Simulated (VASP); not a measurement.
# Zn15S16 (a cell with a defect) in VASP: relaxation of the atoms with PBEsol

Aim: the relaxation of the atoms of Zn15S16 (a cell with a defect) with PBEsol.

Program: VASP 6.6.1. These are calculated values, not measurements. Logs are shortened: lines on timing, memory, paths and dates and some standing lists are left out, and cuts for length are marked.

### Step 1. The cell of the first run

The cell holds a defect, 31 atoms: a = 9.277 Å, b = 9.277 Å, c = 9.277 Å, α = 109.47°, β = 109.47°, γ = 109.47°.

### Step 2. Relaxation of the atoms, PBEsol (atoms taken out)

The input, INCAR:

```
PREC = Accurate
ENCUT = 520
EDIFF = 1E-6
ISMEAR = 0
SIGMA = 0.02
LREAL = Auto
LASPH = T
NELM = 60
ALGO = Normal
ISIF = 2
LWAVE = F
LCHARG = F
GGA = PS
IBRION = 2
NSW = 80
EDIFFG = -0.02
NELECT = 278.0
LUSENCCL = F
```

The input, KPOINTS:

```
Automatic mesh
0
Gamma
  2 2 2
  0.5 0.5 0.5
```

The input, POSCAR:

```
Zn15S16
1.0
    5.3560909598      5.3560909598     -5.3560909598
   -5.3560909598     -5.3560909598     -5.3560909598
   -5.3560909598      5.3560909598      5.3560909598
Zn S
15 16
Direct
    0.2500000000      0.0000000000      0.7500000000
    0.7500000000      0.5000000000      0.7500000000
    0.7500000000      0.0000000000      0.2500000000
    0.0000000000      1.0000000000      0.0000000000
    0.2500000000      0.7500000000      0.0000000000
    0.5000000000      0.5000000000      0.0000000000
    0.7500000000      0.2500000000      0.0000000000
    0.0000000000      0.2500000000      0.7500000000
    0.5000000000      0.0000000000      0.5000000000
    0.7500000000      0.7500000000      0.5000000000
    0.0000000000      0.7500000000      0.2500000000
    0.2500000000      0.5000000000      0.2500000000
    0.5000000000      0.2500000000      0.2500000000
    0.0000000000      0.5000000000      0.5000000000
    0.2500000000      0.2500000000      0.5000000000
    0.2500000000      0.0000000000      0.0000000000
    0.5000000000      0.7500000000      0.0000000000
    0.7500000000      0.5000000000      0.0000000000
    0.7500000000      0.0000000000      0.5000000000
    0.0000000000      0.0000000000      0.2500000000
    0.2500000000      0.7500000000      0.2500000000
    0.5000000000      0.5000000000      0.2500000000
    0.7500000000      0.2500000000      0.2500000000
    0.0000000000      0.2500000000      0.0000000000
    0.5000000000      0.0000000000      0.7500000000
    0.7500000000      0.7500000000      0.7500000000
    0.0000000000      0.7500000000      0.5000000000
    0.2500000000      0.5000000000      0.5000000000
    0.5000000000      0.2500000000      0.5000000000
    0.0000000000      0.5000000000      0.7500000000
    0.2500000000      0.2500000000      0.7500000000
```

Potentials or basis: VASP PAW PBE potentials, release 64 (Zn, S).

The run is started by

```
cat potpaw_PBE.64/Zn/POTCAR potpaw_PBE.64/S/POTCAR > POTCAR
mpirun -np 1 vasp_std > vasp.out
```

OUTCAR:

```text
PREC = Accurate
   ENCUT = 520
   EDIFF = 1E-6
   ISMEAR = 0
   LREAL = Auto
   LASPH = T
   NELM = 60
   ISIF = 2
   GGA = PS
   IBRION = 2
   NSW = 80
   EDIFFG = -0.02
   NELECT = 278.0

 ion  position               nearest neighbor table
   1  0.250  0.000  0.750-  16 2.32  25 2.32  27 2.32  31 2.32
   2  0.750  0.500  0.750-  18 2.32  26 2.32  29 2.32  30 2.32
   3  0.750  0.000  0.250-  17 2.32  19 2.32  20 2.32  23 2.32
   4  0.000  0.000  0.000-  16 2.32  20 2.32  24 2.32  26 2.32
   5  0.250  0.750  0.000-  16 2.32  17 2.32  21 2.32  30 2.32
   6  0.500  0.500  0.000-  17 2.32  18 2.32  22 2.32  31 2.32
[... 8 lines left out ...]
  15  0.250  0.250  0.500-  20 2.32  28 2.32  29 2.32  31 2.32
  16  0.250  0.000  0.000-   1 2.32   4 2.32   5 2.32  13 2.32
  17  0.500  0.750  0.000-   3 2.32   5 2.32   6 2.32
  18  0.750  0.500  0.000-   2 2.32   6 2.32   7 2.32  11 2.32
  19  0.750  0.000  0.500-   3 2.32   8 2.32   9 2.32  10 2.32
  20  0.000  0.000  0.250-   3 2.32   4 2.32  11 2.32  15 2.32
  21  0.250  0.750  0.250-   5 2.32   9 2.32  11 2.32  12 2.32
  22  0.500  0.500  0.250-   6 2.32  10 2.32  12 2.32  13 2.32
  23  0.750  0.250  0.250-   3 2.32   7 2.32  13 2.32  14 2.32
  24  0.000  0.250  0.000-   4 2.32   7 2.32   8 2.32  12 2.32
  25  0.500  0.000  0.750-   1 2.32   7 2.32   9 2.32
  26  0.750  0.750  0.750-   2 2.32   4 2.32  10 2.32
  27  0.000  0.750  0.500-   1 2.32  10 2.32  11 2.32  14 2.32
  28  0.250  0.500  0.500-  12 2.32  14 2.32  15 2.32
  29  0.500  0.250  0.500-   2 2.32   9 2.32  13 2.32  15 2.32
  30  0.000  0.500  0.750-   2 2.32   5 2.32   8 2.32  14 2.32
  31  0.250  0.250  0.750-   1 2.32   6 2.32   8 2.32  15 2.32

  LATTYP: Found a body centered cubic cell.
 ALAT       =    10.7121819196

  Lattice vectors:

 A1 = (   5.3560909598,   5.3560909598,  -5.3560909598)
 A2 = (  -5.3560909598,  -5.3560909598,  -5.3560909598)
 A3 = (  -5.3560909598,   5.3560909598,   5.3560909598)

Analysis of symmetry for initial positions (statically):
=====================================================================
 Subroutine PRICEL returns:
 Original cell was already a primitive cell.

 Routine SETGRP: Setting up the symmetry group for a
 body centered cubic supercell.

 Subroutine GETGRP returns: Found 24 space group operations
 (whereof  2 operations were pure point group operations)
 out of a pool of 48 trial point group operations.

The static configuration has the point symmetry C_1h.
 The point group associated with its full space group is T_d .

Analysis of symmetry for dynamics (positions and initial velocities):
=====================================================================
 Subroutine PRICEL returns:
 Original cell was already a primitive cell.

 Routine SETGRP: Setting up the symmetry group for a
 body centered cubic supercell.

 Subroutine GETGRP returns: Found 24 space group operations
 (whereof  2 operations were pure point group operations)
 out of a pool of 48 trial point group operations.

The dynamic configuration has the point symmetry C_1h.
 The point group associated with its full space group is T_d .

 Subroutine INISYM returns: Found 24 space group operations
 (whereof  2 operations are pure point group operations),
 and found     1 'primitive' translations

----------------------------------------------------------------------------------------

                                     Primitive cell

  volume of cell :     614.6159

  direct lattice vectors                    reciprocal lattice vectors
     5.356090960  5.356090960 -5.356090960     0.000000000  0.093351663 -0.093351663
    -5.356090960 -5.356090960 -5.356090960    -0.093351663  0.000000000 -0.093351663
    -5.356090960  5.356090960  5.356090960    -0.093351663  0.093351663  0.000000000

  length of vectors
     9.277021672  9.277021672  9.277021672     0.132019188  0.132019188  0.132019188

  position of ions in fractional coordinates (direct lattice)
     0.250000000  0.000000000  0.750000000
     0.750000000  0.500000000  0.750000000
     0.750000000  0.000000000  0.250000000
     0.000000000  0.000000000  0.000000000
     0.250000000  0.750000000  0.000000000
     0.500000000  0.500000000  0.000000000
[... 23 lines left out ...]
     0.000000000  0.500000000  0.750000000
     0.250000000  0.250000000  0.750000000

  ion indices of the primitive-cell ions
   primitive index   ion index
                 1           1
                 2           2
                 3           3
                 4           4
                 5           5
                 6           6
[... 23 lines left out ...]
                30          30
                31          31

----------------------------------------------------------------------------------------

 KPOINTS: Automatic mesh

Automatic generation of k-mesh.
 Grid dimensions read from file:
 generate k-points for:    2    2    2

 Generating k-lattice:

  Cartesian coordinates                     Fractional coordinates (reciprocal lattice)
     0.000000000  0.046675832 -0.046675832     0.500000000  0.000000000  0.000000000
    -0.046675832  0.000000000 -0.046675832     0.000000000  0.500000000  0.000000000
    -0.046675832  0.046675832  0.000000000     0.000000000  0.000000000  0.500000000

  Length of vectors
     0.066009594  0.066009594  0.066009594

  Shift w.r.t. Gamma in fractional coordinates (k-lattice)
     0.500000000  0.500000000  0.500000000

 Subroutine IBZKPT returns following result:
 ===========================================

 Found      2 irreducible k-points:

 Following reciprocal coordinates:
            Coordinates               Weight
  0.250000  0.250000  0.250000      2.000000
 -0.250000  0.250000  0.250000      6.000000
   k-points           NKPTS =      2   k-points in BZ     NKDIM =      2   number of bands    NBANDS=    166
   number of dos      NEDOS =    301   number of ions     NIONS =     31
   total plane-waves  NPLWV = 343000
   dimension x,y,z NGX =    70 NGY =   70 NGZ =   70
   dimension x,y,z NGXF=   140 NGYF=  140 NGZF=  140
   ions per type =              15  16
   NGX,Y,Z   is equivalent  to a cutoff of  12.54, 12.54, 12.54 a.u.
   NGXF,Y,Z  is equivalent  to a cutoff of  25.09, 25.09, 25.09 a.u.
 SYSTEM =  unknown system
   PREC   = accura    normal or accurate (medium, high low for compatibility)
   ISTART =      0    job   : 0-new  1-cont  2-samecut
   ICHARG =      2    charge: 1-file 2-atom 10-const
   ISPIN  =      1    spin polarized calculation?
   LNONCOLLINEAR =      F non collinear calculations
   LSORBIT =      F    spin-orbit coupling
   LASPH  =      T    aspherical Exc in radial PAW
   ENCUT  =  520.0 eV  38.22 Ry    6.18 a.u.  17.25 17.25 17.25*2*pi/ulx,y,z
   NELM   =     60;   NELMIN=  2; NELMDL= -5     # of ELM steps
   EDIFF  = 0.1E-05   stopping-criterion for ELM
   LREAL  =      T    real-space projection
   EDIFFG = -.2E-01   stopping-criterion for IOM
   NSW    =     80    number of steps for IOM
   IBRION =      2    ionic relax: 0-MD 1-quasi-New 2-CG
   NFREE  =      1    steps in history (QN), initial steepest desc. (CG)
   ISIF   =      2    stress and relaxation
   ISYM   =      2    0-nonsym 1-usesym 2-fastsym
   POTIM  = 0.5000    time-step for ionic-motion
   TEBEG  =    0.0;   TEEND  =   0.0 temperature during run
   PSTRESS=    0.0 pullay stress
   NELECT =     278.0000    total number of electrons
   NUPDOWN=      -1.0000    fix difference up-down
   EMIN   =  10.00;   EMAX   =-10.00  energy-range for DOS
   EFERMI =   0.00;   METHOD = LEGACY
   ISMEAR =     0;   SIGMA  =   0.02  broadening in eV -4-tet -1-fermi 0-gaus
   EFERMI_NEDOS =   21; number of points for ismear=-14 and -15
   IALGO  =     38    algorithm
   IMIX   =      4    mixing-type and parameters
     AMIX     =   0.40;   BMIX     =  1.00
     AMIX_MAG =   1.60;   BMIX_MAG =  1.00
  volume/ion in A,a.u.               =      19.83       133.79
  Fermi-wavevector in a.u.,A,eV,Ry     =   1.256672  2.374765 21.486642  1.579224
  Thomas-Fermi vector in A             =   2.390368
   LORBIT       =      0    0 simple, 1 ext, 2 COOP (PROOUT), +10 PAW based schemes
   GGA     = PS    functional components
   LHFCALC =     F    Hartree Fock is set to
   AEXX    =    0.0000 exact exchange contribution
   IVDW    =     0    specifies the selected vdW correction
   LEPSILON=     F    determine dielectric tensor
   LRPA    =     F    only Hartree local field effects (RPA)
 conjugate gradient relaxation of ions
 non-spin polarized calculation
 Gauss-broadening in eV      SIGMA  =   0.02
  energy-cutoff  :      520.00
  volume of cell :      614.62
 maximum number of plane-waves:     16536
 NGX is ok and might be reduce to    70
   NGX = 35   NGY = 35   NGZ = 35

--------------------------------------- Ionic step        1  -------------------------------------------

 number of electron     277.9999821 magnetization

 Free energy of the ion-electron system (eV)
  ---------------------------------------------------
  ext. energy  EPLUGINS =         0.00000000
  ---------------------------------------------------
  free energy    TOTEN  =      -111.43522499 eV

  energy without entropy =     -111.43522499  energy(sigma->0) =     -111.43522499

------------------------ aborting loop because EDIFF is reached ----------------------------------------

  FORCE on cell =-STRESS in cart. coord.  units (eV):
  Direction    XX          YY          ZZ          XY          YZ          ZX
  --------------------------------------------------------------------------------------
  -------------------------------------------------------------------------------------
  Total       14.8686925     14.8686925     14.8686925      0.0000000      0.0000000     -0.0000000
  in kB       38.7596227     38.7596227     38.7596227      0.0000000      0.0000000     -0.0000000
  external PRESSURE =      38.7596227 kB  Pullay stress =       0.0000000 kB
[... 505 lines left out ...]
  energy  without entropy=     -111.7407731883  energy(sigma->0) =     -111.74077319

--------------------------------------- Ionic step        9  -------------------------------------------

 number of electron     277.9999985 magnetization

 Free energy of the ion-electron system (eV)
  ---------------------------------------------------
  ext. energy  EPLUGINS =         0.00000000
  ---------------------------------------------------
  free energy    TOTEN  =      -111.74132532 eV

  energy without entropy =     -111.74132532  energy(sigma->0) =     -111.74132532

 E-fermi :   2.1101     XC(G=0):  -9.8873

 val. band max:        2.0022926035   @ k =   0.2500   0.2500   0.2500
 cond. band min:       5.4087671532   @ k =  -0.2500   0.2500   0.2500
 fundamental gap:      3.4064745497
 Fermi energy:         2.1100619967

 k-point     1 :       0.2500    0.2500    0.2500
  band No.  band energies     occupation
      1     -10.8150      2.00000
      2     -10.8150      2.00000
      3     -10.8150      2.00000
      4     -10.5876      2.00000
      5     -10.1569      2.00000
      6     -10.1569      2.00000
[... 143 lines left out ...]
    150       6.2467      0.00000
    151       6.2467      0.00000

 k-point     2 :      -0.2500    0.2500    0.2500
  band No.  band energies     occupation
      1     -11.0490      2.00000
      2     -10.6041      2.00000
      3     -10.5268      2.00000
      4     -10.5268      2.00000
      5     -10.4674      2.00000
      6     -10.2795      2.00000
[... 143 lines left out ...]
    150       6.8081      0.00000
    151       6.8334      0.00000
 [bands above 151 left out]

------------------------ aborting loop because EDIFF is reached ----------------------------------------

  FORCE on cell =-STRESS in cart. coord.  units (eV):
  Direction    XX          YY          ZZ          XY          YZ          ZX
  --------------------------------------------------------------------------------------
  -------------------------------------------------------------------------------------
  Total       13.4731231     13.4731231     13.4731231     -0.0000000     -0.0000000      0.0000000
  in kB       35.1216602     35.1216602     35.1216602     -0.0000000     -0.0000000      0.0000000
  external PRESSURE =      35.1216602 kB  Pullay stress =       0.0000000 kB
[... 46 lines left out ...]
  FREE ENERGIE OF THE ION-ELECTRON SYSTEM (eV)
  ---------------------------------------------------
  free  energy   TOTEN  =      -111.7413253163 eV

  energy  without entropy=     -111.7413253163  energy(sigma->0) =     -111.74132532

 reached required accuracy - stopping structural energy minimisation
```

It took 5.9 min on 1 × NVIDIA H100 80GB with 1 thread of Intel Xeon Platinum 8481C at 2.70GHz (Sapphire Rapids), shared host; peak memory 1.6 GiB.

What came out:

```yaml
Free_energy: -111.7413 eV
Energy_gained_by_relaxing: 9.9 meV/atom
Ionic_steps: 9
Largest_force_after_relaxing: 0.011 eV/Å
```

Forces in eV/Å, atoms in the order of the input:
```
Zn   0.000  0.000  0.008
Zn   0.000  0.000  0.008
Zn   0.000  0.000 -0.008
Zn  -0.008  0.000  0.000
Zn   0.000 -0.008  0.000
Zn   0.008  0.000  0.000
Zn   0.000  0.008  0.000
Zn   0.000  0.000  0.000
Zn   0.008  0.000  0.000
Zn   0.000 -0.008  0.000
Zn   0.000  0.000  0.000
Zn   0.000  0.000 -0.008
Zn   0.000  0.000  0.000
Zn  -0.008  0.000  0.000
Zn   0.000  0.008  0.000
S    0.002 -0.004  0.004
S    0.006 -0.006 -0.006
S    0.004 -0.002  0.004
S    0.004 -0.004  0.002
S   -0.004 -0.002 -0.004
S    0.004  0.002 -0.004
S   -0.002 -0.004 -0.004
S    0.002  0.004 -0.004
S   -0.004  0.004  0.002
S    0.006  0.006  0.006
S   -0.006 -0.006  0.006
S   -0.004  0.002  0.004
S   -0.006  0.006 -0.006
S   -0.002  0.004  0.004
S   -0.004 -0.004 -0.002
S    0.004  0.004 -0.002
```

Step by step:
```csv
step,energy change (eV),largest force (eV/Å),pressure (GPa)
1,0.0000,0.6142,3.88
2,-0.1744,0.3123,3.97
3,-0.2178,0.2682,4.10
4,-0.2443,0.2507,4.02
5,-0.2800,0.1879,3.81
6,-0.3019,0.0715,3.61
7,-0.3055,0.0253,3.50
8,-0.3055,0.0258,3.50
9,-0.3061,0.0107,3.51
```

Final structure:
```xyz
31
Lattice="5.3561 5.3561 -5.3561 -5.3561 -5.3561 -5.3561 -5.3561 5.3561 5.3561" Properties=species:S:1:pos:R:3 pbc="T T T"
Zn   -2.6350    5.3991    2.6127
Zn   -2.7211    5.3131   -2.7434
Zn   -2.6350   -0.0430   -7.9687
Zn   -5.2907    5.3131   -5.3131
Zn   -2.6350   -2.6127   -5.3991
Zn   -0.0654   -0.0430   -5.3991
Zn   -2.6350    7.9687    0.0430
Zn   -5.3561    2.6780    2.6780
Zn   -0.0654    5.3991    0.0430
Zn   -2.7211    2.7434   -5.3131
Zn   -5.3561   -2.6780   -2.6780
Zn   -2.7211    0.0430   -2.6127
Zn    0.0000    2.6780   -2.6780
Zn   -5.2907    0.0430   -0.0430
Zn   -2.7211    2.6127   -0.0430
S    -9.3656    1.3405   -1.3405
S    -6.6405    3.9624   -1.3937
S    -4.0185    6.6876   -1.3405
S    -4.0185    1.3405   -6.6876
S    -1.3376    1.3315   -9.3717
S    -4.0185   -1.3315   -4.0156
S    -1.3466    1.3405   -4.0156
S     1.3466    4.0156   -4.0156
S    -1.3376    9.3717   -1.3315
S    -6.6405    1.3937   -3.9624
S    -4.0717    3.9624   -3.9624
S    -6.6937   -1.3315   -1.3405
S    -4.0717    1.3937   -1.3937
S    -1.3466    4.0156   -1.3405
S    -6.6937    1.3405    1.3315
S    -4.0185    4.0156    1.3315
```

Caveat: the cell carries a net charge on a neutralising background, which shifts energy and pressure; the cell differs from its parent crystal (atoms taken out); the cell is charged against a uniform background, so pressure and absolute levels hang on convention; the PAW data sets were made with another functional, which shifts forces and pressure a little.
